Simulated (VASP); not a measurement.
Write the native input for VASP 6.6.1 that does the following.

```yaml
Task: electric field gradients
Functional: PBE
Potentials_or_basis: VASP PAW PBE potentials, release 64 (Nb_sv, As)
Cutoff: 520 eV
k_mesh: 11 × 11 × 11
Occupations: fermi-dirac, width 0.05 eV
Spin: no spin polarisation
Dipole_correction: no
Further_INCAR_settings: ALGO = Normal; EDIFF = 1e-08; NBANDS = 16
```

The structure of NbAs (rocksalt type) lies in POSCAR:

```
NbAs
1.0
    0.0000000000      2.6550691208      2.6550691208
    2.6550691208      0.0000000000      2.6550691208
    2.6550691208      2.6550691208      0.0000000000
Nb As
1 1
Direct
    0.0000000000      0.0000000000      0.0000000000
    0.5000000000      0.5000000000      0.5000000000
```

This cell differs from its parent crystal: volume scaled by 1.02.

These files were run (other wordings do the same):

INCAR

```
SYSTEM = NbAs
ALGO = Normal ; EDIFF = 1E-8
ENCUT = 520 ; GGA = PE
ISIF = 2 ; ISMEAR = -1
LASPH = .TRUE. ; LCHARG = .FALSE.
LEFG = .TRUE. ; LREAL = .FALSE.
LWAVE = .FALSE. ; NBANDS = 16
NELM = 100 ; PREC = Accurate
SIGMA = 0.05
```

KPOINTS

```
k-points
0
G
  11 11 11
  0 0 0
```

Potentials or basis: VASP PAW PBE potentials, release 64 (Nb_sv, As).

Command:

```console
$ cat potpaw_PBE.64/Nb_sv/POTCAR potpaw_PBE.64/As/POTCAR > POTCAR
$ mpirun -np 1 vasp_std > vasp.out
```

Results of the run:

```
Pressure               : -2.7 GPa
Band gap on the k mesh : zero (band 9 reaches 9.96 eV, above the bottom of band 10 at 8.22 eV)
```

Caveat: without QUAD_EFG the Cq values of the log hold for a quadrupole moment of 1 mb, not for the nuclei.

It took 28 s on 1 thread of Intel(R) Xeon(R) 6975P-C (Granite Rapids), with other jobs on the host, peak memory 0.18 GiB.
